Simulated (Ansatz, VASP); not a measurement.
Se in VASP and in Ansatz

The input INCAR:

```
  PREC = Accurate
  ENCUT = 520
  EDIFF = 1E-8
  ISMEAR = -1
  SIGMA = 0.03
  LREAL = F
  LASPH = T
  NELM = 80
  ALGO = Normal
  ISIF = 2
  LWAVE = F
  LCHARG = F
  GGA = CA
  LEFG = T
  NBANDS = 16
```

KPOINTS

```
regular mesh
0
Gamma
  6 6 5
```

POSCAR

```
Se
1.0
    4.4518334532      0.0000000000      0.0000000000
   -2.2259167266      3.8554008639      0.0000000000
    0.0000000000      0.0000000000      5.0507540772
Se
3
Direct
    0.2254000000      0.0000000000      0.3333333333
    0.0000000000      0.2254000000      0.6666666667
    0.7746000000      0.7746000000      0.0000000000
```

Input for Ansatz:

```yaml
crystal:
  lattice:
    - [4.4518334532, 0.0, 0.0]
    - [-2.2259167266, 3.8554008639, 0.0]
    - [0.0, 0.0, 5.0507540772]
  atoms:
    - { symbol: Se, position: [0.2254, 0.0, 0.3333333333] }
    - { symbol: Se, position: [0.0, 0.2254, 0.6666666667] }
    - { symbol: Se, position: [0.7746, 0.7746, 0.0] }
kpoints:
  mp_grid: { grid: [6, 6, 5] }
scf:
  occupations: { method: fermi_dirac, width: 0.03 }
hamiltonian:
  xc: lda
  pseudopotentials: { kind: all_electron, datasets: crystal }
output:
  forces: true
  stress: true
  eigenvalues: true
  efg: { contact_densities: true }
```

Change from the starting cell: volume scaled by 1.06, crystal datasets.

Alike in both runs: task electric field gradients; functional LDA; k mesh 6 × 6 × 5; occupations fermi-dirac, width 0.03 eV; no spin polarisation.

|  | VASP | Ansatz |
| --- | --- | --- |
| version | VASP 6.6.1 | Ansatz 0.2.0 |
| potentials or method | VASP PAW LDA potentials, release 64 (Se), cutoff 520 eV | all-electron PAW with datasets made for the crystal, scalar-relativistic |

Ansatz gave:

| Item | Value |
| --- | --- |
| gap on the k mesh at the Fermi level (eV) | 1.21 |
| pressure (GPa) | -4.1 |
| traceless stress, the component that is largest in VASP (GPa) | -0.28 |
| rms of the force components (eV/Å) | 0.195 |
| size of Vzz on the site where it differs most (V/Å²) | 527.9 |

Q: Estimate VASP's values.

A: gap on the k mesh at the Fermi level (eV): 1.20; pressure (GPa): -3.9; traceless stress, the component that is largest in VASP (GPa): -0.22; rms of the force components (eV/Å): 0.172; size of Vzz on the site where it differs most (V/Å²): 508.5.

LDA's correlation is that of Perdew and Zunger in VASP and of Perdew and Wang (1992) in Ansatz. Atom by atom the forces differ by 0.023 eV/Å (rms over components). Ansatz ran all-electron here, and VASP with PAW potentials.
